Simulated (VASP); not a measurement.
# Sr (I4/mmm) in VASP: further runs

The runs below take Sr through single point, with r2SCAN.

All numbers are computed with VASP 6.6.1; they aren't measurements. Logs are shortened: lines on timing, memory, paths and dates and some standing lists are left out, and cuts for length are marked.

## (1) The cell of the first run

The structure is tetragonal, space group I4/mmm (No. 139). Conventional cell: a = 4.850 Å, b = 4.850 Å, c = 4.122 Å, α = 90.00°, β = 90.00°, γ = 90.00°. Sr (site symmetry 4/mmm) has 14 Sr at 4.00 to 4.85 Å within 5.3 Å.

## (2) Single point, r2SCAN (strain -0.1500 x Voigt [0, 1, 0, 0, 0, 0])

POSCAR

```
Sr
1.0
   -2.4250000000      2.0612500000      2.4250000000
    2.4250000000     -2.0612500000      2.4250000000
    2.4250000000      2.0612500000     -2.4250000000
Sr
1
Direct
    0.0000000000      0.0000000000      0.0000000000
```

INCAR.step1

```
PREC = Accurate
ENCUT = 520
ISMEAR = 0
SIGMA = 0.15
LREAL = False
LASPH = True
NELM = 80
NBANDS = 11
GGA = PE
ALGO = Normal
EDIFF = 1E-4
LWAVE = True
LCHARG = False
```

INCAR.step2

```
PREC = Accurate
ENCUT = 520
EDIFF = 1E-7
ISMEAR = 0
SIGMA = 0.15
LREAL = False
LASPH = True
NELM = 80
ALGO = Normal
ISIF = 2
LWAVE = False
LCHARG = False
METAGGA = R2SCAN
LMIXTAU = True
NBANDS = 11
ISTART = 1
```

KPOINTS

```
Automatic mesh
0
Gamma
  14 14 14
```

Potentials or basis: VASP PAW PBE potentials, release 64 (Sr_sv).

Launch:

```sh
> cat potpaw_PBE.64/Sr_sv/POTCAR > POTCAR
> cp INCAR.step1 INCAR
> mpirun -np 1 vasp_std > vasp.out
> cp INCAR.step2 INCAR
> mpirun -np 1 vasp_std > vasp.out
```

OUTCAR:

```text
PREC = Accurate
   ENCUT = 520
   EDIFF = 1E-7
   ISMEAR = 0
   LREAL = False
   LASPH = True
   NELM = 80
   ISIF = 2
   METAGGA = R2SCAN
   ISTART = 1

 ion  position               nearest neighbor table
   1  0.000  0.000  0.000-

  LATTYP: Found a body centered tetragonal cell.
 ALAT       =     4.8500000000
 C/A-ratio  =     0.8500000000

  Lattice vectors:

 A1 = (  -2.4250000000,  -2.0612500000,   2.4250000000)
 A2 = (   2.4250000000,  -2.0612500000,  -2.4250000000)
 A3 = (   2.4250000000,   2.0612500000,   2.4250000000)

Analysis of symmetry for initial positions (statically):
=====================================================================
 Subroutine PRICEL returns:
 Original cell was already a primitive cell.

 Routine SETGRP: Setting up the symmetry group for a
 body centered tetragonal supercell.

 Subroutine GETGRP returns: Found 16 space group operations
 (whereof 16 operations were pure point group operations)
 out of a pool of 16 trial point group operations.

The static configuration has the point symmetry D_4h.

Analysis of symmetry for dynamics (positions and initial velocities):
=====================================================================
 Subroutine PRICEL returns:
 Original cell was already a primitive cell.

 Routine SETGRP: Setting up the symmetry group for a
 body centered tetragonal supercell.

 Subroutine GETGRP returns: Found 16 space group operations
 (whereof 16 operations were pure point group operations)
 out of a pool of 16 trial point group operations.

The dynamic configuration has the point symmetry D_4h.

 Subroutine INISYM returns: Found 16 space group operations
 (whereof 16 operations are pure point group operations),
 and found     1 'primitive' translations

----------------------------------------------------------------------------------------

                                     Primitive cell

  volume of cell :      48.4858

  direct lattice vectors                    reciprocal lattice vectors
    -2.425000000  2.061250000  2.425000000     0.000000000  0.242571255  0.206185567
     2.425000000 -2.061250000  2.425000000     0.206185567  0.000000000  0.206185567
     2.425000000  2.061250000 -2.425000000     0.206185567  0.242571255  0.000000000

  length of vectors
     4.001250000  4.001250000  4.001250000     0.318360333  0.291590425  0.318360333

  position of ions in fractional coordinates (direct lattice)
     0.000000000  0.000000000  0.000000000

  ion indices of the primitive-cell ions
   primitive index   ion index
                 1           1

----------------------------------------------------------------------------------------

 KPOINTS: Automatic mesh

Automatic generation of k-mesh.
 Grid dimensions read from file:
 generate k-points for:   14   14   14

 Generating k-lattice:

  Cartesian coordinates                     Fractional coordinates (reciprocal lattice)
     0.000000000  0.017326518  0.014727541     0.071428571  0.000000000  0.000000000
     0.014727541  0.000000000  0.014727541     0.000000000  0.071428571  0.000000000
     0.014727541  0.017326518  0.000000000     0.000000000  0.000000000  0.071428571

  Length of vectors
     0.022740024  0.020827888  0.022740024

  Shift w.r.t. Gamma in fractional coordinates (k-lattice)
     0.000000000  0.000000000  0.000000000

 Subroutine IBZKPT returns following result:
 ===========================================

 Found    244 irreducible k-points:

 Following reciprocal coordinates:
            Coordinates               Weight
  0.000000  0.000000  0.000000      1.000000
  0.071429  0.000000 -0.000000      8.000000
  0.142857  0.000000 -0.000000      8.000000
  0.214286  0.000000 -0.000000      8.000000
  0.285714  0.000000  0.000000      8.000000
  0.357143  0.000000  0.000000      8.000000
[... 16 lines left out ...]
  0.071429  0.142857 -0.000000     16.000000
  0.142857  0.142857 -0.000000     16.000000
 [... further k-points ...]
   k-points           NKPTS =    244   k-points in BZ     NKDIM =    244   number of bands    NBANDS=     11
   number of dos      NEDOS =    301   number of ions     NIONS =      1
   total plane-waves  NPLWV =  27000
   dimension x,y,z NGX =    30 NGY =   30 NGZ =   30
   dimension x,y,z NGXF=    60 NGYF=   60 NGZF=   60
   ions per type =               1
   NGX,Y,Z   is equivalent  to a cutoff of  12.46, 12.46, 12.46 a.u.
   NGXF,Y,Z  is equivalent  to a cutoff of  24.93, 24.93, 24.93 a.u.
 SYSTEM =  unknown system
   PREC   = accura    normal or accurate (medium, high low for compatibility)
   ISTART =      1    job   : 0-new  1-cont  2-samecut
   ICHARG =      0    charge: 1-file 2-atom 10-const
   ISPIN  =      1    spin polarized calculation?
   LNONCOLLINEAR =      F non collinear calculations
   LSORBIT =      F    spin-orbit coupling
   LASPH  =      T    aspherical Exc in radial PAW
   ENCUT  =  520.0 eV  38.22 Ry    6.18 a.u.   7.44  7.44  7.44*2*pi/ulx,y,z
   NELM   =     80;   NELMIN=  2; NELMDL=  0     # of ELM steps
   EDIFF  = 0.1E-06   stopping-criterion for ELM
   LREAL  =      F    real-space projection
   EDIFFG = 0.1E-05   stopping-criterion for IOM
   NSW    =      0    number of steps for IOM
   IBRION =     -1    ionic relax: 0-MD 1-quasi-New 2-CG
   NFREE  =      0    steps in history (QN), initial steepest desc. (CG)
   ISIF   =      2    stress and relaxation
   ISYM   =      2    0-nonsym 1-usesym 2-fastsym
   POTIM  = 0.5000    time-step for ionic-motion
   TEBEG  =    0.0;   TEEND  =   0.0 temperature during run
   PSTRESS=    0.0 pullay stress
   NELECT =      10.0000    total number of electrons
   NUPDOWN=      -1.0000    fix difference up-down
   EMIN   =  10.00;   EMAX   =-10.00  energy-range for DOS
   EFERMI =   0.00;   METHOD = LEGACY
   ISMEAR =     0;   SIGMA  =   0.15  broadening in eV -4-tet -1-fermi 0-gaus
   EFERMI_NEDOS =   21; number of points for ismear=-14 and -15
   IALGO  =     38    algorithm
   IMIX   =      4    mixing-type and parameters
     AMIX     =   0.40;   BMIX     =  1.00
     AMIX_MAG =   1.60;   BMIX_MAG =  1.00
  volume/ion in A,a.u.               =      48.49       327.20
  Fermi-wavevector in a.u.,A,eV,Ry     =   0.967246  1.827829 12.729123  0.935564
  Thomas-Fermi vector in A             =   2.097115
   LORBIT       =      0    0 simple, 1 ext, 2 COOP (PROOUT), +10 PAW based schemes
   METAGGA = R2SCAN    functional components
   LHFCALC =     F    Hartree Fock is set to
   AEXX    =    0.0000 exact exchange contribution
   IVDW    =     0    specifies the selected vdW correction
   LEPSILON=     F    determine dielectric tensor
   LRPA    =     F    only Hartree local field effects (RPA)
 non-spin polarized calculation
 Gauss-broadening in eV      SIGMA  =   0.15
  energy-cutoff  :      520.00
  volume of cell :       48.49
 maximum number of plane-waves:      1324
 NGX is ok and might be reduce to    30
   NGX = 15   NGY = 15   NGZ = 15

 number of electron      10.0000000 magnetization

 Free energy of the ion-electron system (eV)
  ---------------------------------------------------
  ext. energy  EPLUGINS =         0.00000000
  ---------------------------------------------------
  free energy    TOTEN  =       -15.03120214 eV

  energy without entropy =      -15.01689939  energy(sigma->0) =      -15.02405076

 E-fermi :   2.0416     XC(G=0):  -8.1973

 val. band max:        2.0381407475   @ k =  -0.2143   0.5000   0.1429
 cond. band min:       2.0460403743   @ k =   0.3571  -0.3571   0.3571
 fundamental gap:      0.0078996269
 Fermi energy:         2.0416446149

 k-point     1 :       0.0000    0.0000    0.0000
  band No.  band energies     occupation
      1     -35.7270      2.00000
      2     -16.9670      2.00000
      3     -16.9486      2.00000
      4     -16.9486      2.00000
      5      -1.9319      2.00000
      6       4.2740      0.00000
      7       5.4866      0.00000
      8       5.4866      0.00000
      9       5.5364      0.00000
     10       7.1916      0.00000
     11      10.5818      0.00000

 k-point     2 :       0.0714    0.0000   -0.0000
  band No.  band energies     occupation
      1     -35.7254      2.00000
      2     -16.9810      2.00000
      3     -16.9537      2.00000
      4     -16.9534      2.00000
      5      -1.8206      2.00000
      6       4.2888      0.00000
      7       5.3235      0.00000
      8       5.4262      0.00000
      9       5.5955      0.00000
     10       7.0404      0.00000
     11      10.8571      0.00000

 k-point     3 :       0.1429    0.0000   -0.0000
  band No.  band energies     occupation
      1     -35.7208      2.00000
      2     -17.0266      2.00000
      3     -16.9678      2.00000
      4     -16.9600      2.00000
      5      -1.4967      2.00000
      6       4.2315      0.00000
      7       4.8521      0.00000
      8       5.4252      0.00000
      9       5.8009      0.00000
     10       6.7834      0.00000
     11      11.3517      0.00000

 k-point     4 :       0.2143    0.0000   -0.0000
  band No.  band energies     occupation
      1     -35.7143      2.00000
      2     -17.0934      2.00000
      3     -16.9880      2.00000
      4     -16.9672      2.00000
      5      -0.9898      2.00000
      6       3.9863      0.00000
      7       4.2392      0.00000
      8       5.7330      0.00000
      9       6.1258      0.00000
     10       6.6050      0.00000
     11      11.0126      0.00000
[... 239 lines left out ...]
 k-point    22 :       0.0000    0.1429    0.0000
  band No.  band energies     occupation
      1     -35.7223      2.00000
      2     -17.0092      2.00000
      3     -16.9802      2.00000
      4     -16.9454      2.00000
      5      -1.5703      2.00000
      6       4.0686      0.00000
      7       5.2507      0.00000
      8       5.2557      0.00000
      9       5.8462      0.00000
     10       6.9641      0.00000
     11      11.0673      0.00000

 k-point    23 :       0.0714    0.1429   -0.0000
  band No.  band energies     occupation
      1     -35.7187      2.00000
      2     -17.0478      2.00000
      3     -16.9890      2.00000
      4     -16.9495      2.00000
      5      -1.2924      2.00000
      6       3.8816      0.00000
      7       4.9664      0.00000
      8       5.2896      0.00000
      9       6.0703      0.00000
     10       6.9001      0.00000
     11      11.2036      0.00000

 k-point    24 :       0.1429    0.1429   -0.0000
  band No.  band energies     occupation
      1     -35.7131      2.00000
      2     -17.0992      2.00000
      3     -17.0070      2.00000
      4     -16.9605      2.00000
      5      -0.8285      2.00000
      6       3.6168      0.00000
      7       4.4337      0.00000
      8       5.5245      0.00000
      9       6.4123      0.00000
     10       6.8593      0.00000
     11      10.8009      0.00000

 [... further k-points ...]
[... 5 lines left out ...]
  --------------------------------------------------------------------------------------
  -------------------------------------------------------------------------------------
  Total        0.5051081      1.0151475      0.5051081     -0.0000000      0.0000000      0.0000000
  in kB       16.6909405     33.5448300     16.6909405     -0.0000000      0.0000000      0.0000000
  external PRESSURE =      22.3089037 kB  Pullay stress =       0.0000000 kB

 VOLUME and BASIS-vectors are now :
 -----------------------------------------------------------------------------
  energy-cutoff  :      520.00
  volume of cell :       48.49
      direct lattice vectors                 reciprocal lattice vectors
    -2.425000000  2.061250000  2.425000000     0.000000000  0.242571255  0.206185567
     2.425000000 -2.061250000  2.425000000     0.206185567  0.000000000  0.206185567
     2.425000000  2.061250000 -2.425000000     0.206185567  0.242571255  0.000000000

 POSITION                                       TOTAL-FORCE (eV/Angst)
 -----------------------------------------------------------------------------------
      0.00000      0.00000      0.00000        -0.000000     -0.000000      0.000000
 -----------------------------------------------------------------------------------
    total drift:                               -0.000000     -0.000000      0.000000

  FREE ENERGIE OF THE ION-ELECTRON SYSTEM (eV)
  ---------------------------------------------------
  free  energy   TOTEN  =       -15.0312021392 eV

  energy  without entropy=      -15.0168993866  energy(sigma->0) =      -15.02405076
```

Run time: 8.5 min. Hardware: 1 thread of Oxide Virtual Turin-like, shared host; peak memory 0.23 GiB.

What came out:

| Property | Result |
| --- | --- |
| Free energy | -15.0312 eV |
| Pressure | 2.2 GPa |
| Band gap on the k mesh | zero (bands 5 and 6 overlap by 0.44 eV) |

Stress tensor (GPa, compression positive):
```
1.67 0.00 0.00
0.00 3.35 0.00
0.00 0.00 1.67
```

Caveat: the cell differs from its parent crystal (strain -0.1500 x Voigt [0, 1, 0, 0, 0, 0]); the PAW data sets were made with another functional, which shifts forces and pressure a little.

(Part 1 of 2 ends here.)
